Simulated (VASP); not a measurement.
The system is NaI.

```
I Na
1.0
     0.00000    3.17033    3.17033
     3.17033    0.00000    3.17033
     3.17033    3.17033    0.00000
I Na
1 1
Cartesian
  3.1703 3.1703 3.1703
  0.0000 0.0000 0.0000
```

Base run:

| Item | Value |
| --- | --- |
| Program | VASP 6.6.1 |
| Functional | PBEsol |
| Potentials or basis | VASP PAW PBE potentials, release 64 (I, Na_pv) |
| Cutoff | 520 eV |
| k mesh | 7 × 7 × 7 |
| Occupations | fermi-dirac, width 0.05 eV |
| Spin | no spin polarisation |

Its results: band gap on the k mesh 3.67 eV, direct; pressure 0.6 GPa.

Question: After a change of settings the same cell gave: band gap on the k mesh 4.64 eV, direct; pressure 1.0 GPa. Which change was it?
A. functional from PBEsol to r2SCAN
B. functional from PBEsol to PBE0; k mesh from 7 × 7 × 7 to 4 × 4 × 4
C. functional from PBEsol to PBE
D. functional from PBEsol to LDA; potentials or basis from VASP PAW PBE potentials, release 64 (I, Na_pv) to VASP PAW LDA potentials, release 64 (I, Na_pv)

Answer: A.

r2SCAN gives the wider gap, since meta-GGAs in the generalised Kohn-Sham scheme recover part of the derivative discontinuity.

Caveats: the PAW data sets were made with another functional, which shifts forces and pressure a little; spin-orbit coupling is left out, which moves the levels of the heavy elements.
